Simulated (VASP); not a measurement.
Wanted: the native input for a VASP 6.6.1 run.

| Property | Result |
| --- | --- |
| Task | single point |
| Functional | r2SCAN |
| Potentials or basis | VASP PAW PBE potentials, release 64 (Ti_sv, O) |
| Cutoff | 520 eV |
| k mesh | 10 × 10 × 10 |
| Occupations | fermi-dirac, width 0.05 eV |
| Spin | no spin polarisation |
| Dipole correction | no |
| Further INCAR settings | ALGO = Normal; EDIFF = 1e-06; NBANDS = 19 |

Crystal: TiO2.

```
CELL_PARAMETERS angstrom
1.52670 0.88144 7.11847
-1.52670 0.88144 7.11847
0.00000 -1.76288 7.11847
ATOMIC_POSITIONS crystal
Ti 0.00000 0.00000 0.00000
O 0.37953 0.37953 0.37953
O 0.62047 0.62047 0.62047
```

These files were run (other wordings do the same):

POSCAR

```
TiO2
1.0
    1.5266980925      0.8814395546      7.1184721853
   -1.5266980925      0.8814395546      7.1184721853
    0.0000000000     -1.7628791093      7.1184721853
Ti O
1 2
Direct
    0.0000000000      0.0000000000      0.0000000000
    0.3795330000      0.3795330000      0.3795330000
    0.6204670000      0.6204670000      0.6204670000
```

INCAR.step1

```
SYSTEM = TiO2
PREC     = Accurate       ! precision mode
ENCUT    = 520            ! plane-wave cutoff, eV
ISMEAR   = -1             ! smearing method
SIGMA    = 0.05           ! smearing width, eV
LREAL    = .FALSE.        ! projectors in reciprocal space
LASPH    = .TRUE.         ! aspherical terms in the spheres
NELM     = 100            ! most SCF steps
NBANDS   = 19             ! bands
GGA      = PE             ! functional
ALGO     = Normal         ! electronic algorithm
EDIFF    = 1E-4           ! SCF threshold, eV
LWAVE    = .TRUE.         ! write WAVECAR
LCHARG   = .FALSE.        ! write CHGCAR
```

INCAR.step2

```
SYSTEM = TiO2
PREC     = Accurate       ! precision mode
ENCUT    = 520            ! plane-wave cutoff, eV
EDIFF    = 1E-6           ! SCF threshold, eV
ISMEAR   = -1             ! smearing method
SIGMA    = 0.05           ! smearing width, eV
LREAL    = .FALSE.        ! projectors in reciprocal space
LASPH    = .TRUE.         ! aspherical terms in the spheres
NELM     = 100            ! most SCF steps
ALGO     = Normal         ! electronic algorithm
ISIF     = 2              ! what is computed and relaxed
LWAVE    = .FALSE.        ! write WAVECAR
LCHARG   = .TRUE.         ! write CHGCAR
METAGGA  = R2SCAN         ! meta-GGA
LMIXTAU  = .TRUE.       
LELF     = .TRUE.         ! ELF
LVHAR    = .TRUE.       
NBANDS   = 19             ! bands
ISTART   = 1
```

KPOINTS

```
regular mesh
0
G
  10 10 10
  0 0 0
```

Potentials or basis: VASP PAW PBE potentials, release 64 (Ti_sv, O).

The run is started by

```console
$ cat potpaw_PBE.64/Ti_sv/POTCAR potpaw_PBE.64/O/POTCAR > POTCAR
$ cp INCAR.step1 INCAR
$ mpirun -np 1 vasp_std > vasp.out
$ cp INCAR.step2 INCAR
$ mpirun -np 1 vasp_std > vasp.out
```

Results of the run:

- Pressure: -9.2 GPa
- Largest force: 1.137 eV/Å
- Band gap on the k mesh: 2.89 eV (least direct gap 3.12 eV)

Caveat: the cell stands under tension; the PAW data sets were made with another functional, which shifts forces and pressure a little.

It took 33 min on 1 thread of AMD EPYC 9R45 (Zen 5), with other jobs on the host, peak memory 0.48 GiB.
